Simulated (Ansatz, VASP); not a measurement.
# GaN: VASP beside Ansatz

```
CELL_PARAMETERS angstrom
0.00000 1.99250 2.01242
1.99250 0.00000 2.01242
1.99250 1.99250 0.00000
ATOMIC_POSITIONS crystal
Ga 0.50000 0.50000 0.50000
N 0.00000 0.00000 0.00000
```

Change from the starting cell: zz strain of +1 %, PAW files.

Alike in both runs: task electric field gradients; functional PBEsol; k mesh 13 × 13 × 13; occupations fermi-dirac, width 0.02 eV; no spin polarisation.

```csv
,VASP,Ansatz
version,VASP 6.6.1,Ansatz 0.2.0
potentials or method,"VASP PAW PBE potentials, release 64 (Ga_d, N)","PAW with Ansatz's default frozen-core files, scalar-relativistic"
plane-wave cutoff (eV),520,420
valence electrons in the cell,18,18
```

VASP gave:

```
gap on the k mesh at the Fermi level (eV)                     : 1.68
pressure (GPa)                                                : 54.9
traceless stress, the component that is largest in VASP (GPa) : -3.13
size of Vzz on the site where it differs most (V/Å²)          : 10.1
```

Problem. What did Ansatz give for the same quantities?

Solution. gap on the k mesh at the Fermi level (eV): 1.69; pressure (GPa): 54.1; traceless stress, the component that is largest in VASP (GPa): -3.18; size of Vzz on the site where it differs most (V/Å²): 10.4.

VASP's potentials were made for PBE, not for PBEsol. Both programs put the cell under a high pressure, so it lies far from rest at this level.
